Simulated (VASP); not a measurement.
Crystal: Ni.

```xyz
1
Lattice="0.0000 1.6772 1.6772 1.6772 0.0000 1.6772 1.6772 1.6772 0.0000" Properties=species:S:1:pos:R:3 pbc="T T T"
Ni    0.0000    0.0000    0.0000
```

Base run:

- Program: VASP 6.6.1
- Functional: LDA
- Potentials or basis: VASP PAW LDA potentials, release 64 (Ni)
- Cutoff: 520 eV
- k mesh: 24 × 24 × 24
- Occupations: gaussian, width 0.15 eV
- Spin: collinear spin, ferromagnetic start
- Starting moments: [0.75] μB
- Fixed moment: 0.75 μB

Its results: pressure 19.4 GPa; site moments Ni +0.74 μB.

Q: The run is repeated on the same cell with these changes: fixed moment from 0.75 μB to 0.25 μB; moments at the start from [0.75] to [0.25]. What comes out?

A: Pressure 16.9 GPa; site moments Ni +0.25 μB.

Caveats: the total moment is fixed, so each spin has its own Fermi level.
